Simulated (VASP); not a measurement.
The system is CdS.

```
Cd S
1.0
     0.00000    2.91650    2.91650
     2.91650    0.00000    2.91650
     2.91650    2.91650    0.00000
Cd S
1 1
Direct
  0.00000 0.00000 0.00000
  0.75000 0.75000 0.75000
```

* Program: VASP 6.6.1
* Task: relaxation of cell and atoms
* Functional: HSE06
* Potentials or basis: VASP PAW PBE potentials, release 64 (Cd, S)
* Cutoff: 600 eV
* k mesh: 4 × 4 × 4
* Occupations: fermi-dirac, width 0.05 eV
* Spin: no spin polarisation

At the start: pressure 2.1 GPa; volume 24.81 Å³/atom.

**Question.** How do energy, volume and symmetry change on relaxing?

**Answer.** Over 3 steps the energy falls by 5.5 meV/atom and the volume is 25.66 Å³/atom (+3.4 %); space group F-43m (No. 216, to 0.1 Å) before and after.

The path:
| step | energy change (eV) | largest force (eV/Å) | pressure (GPa) | volume (Å³) |
| --- | --- | --- | --- | --- |
| 1 | 0.0000 | 0.0000 | 2.12 | 49.62 |
| 2 | -0.0093 | 0.0000 | -0.77 | 52.01 |
| 3 | -0.0110 | 0.0000 | -0.01 | 51.32 |

Final structure:
```xyz
2
Lattice="0.0000 2.9495 2.9495 2.9495 0.0000 2.9495 2.9495 2.9495 0.0000" Properties=species:S:1:pos:R:3 pbc="T T T"
Cd    0.0000    0.0000    0.0000
S     4.4242    4.4242    4.4242
```

Caveat: the k points lie up to 0.46 Å⁻¹ apart in the final cell; the PAW data sets were made with another functional, which shifts forces and pressure a little.
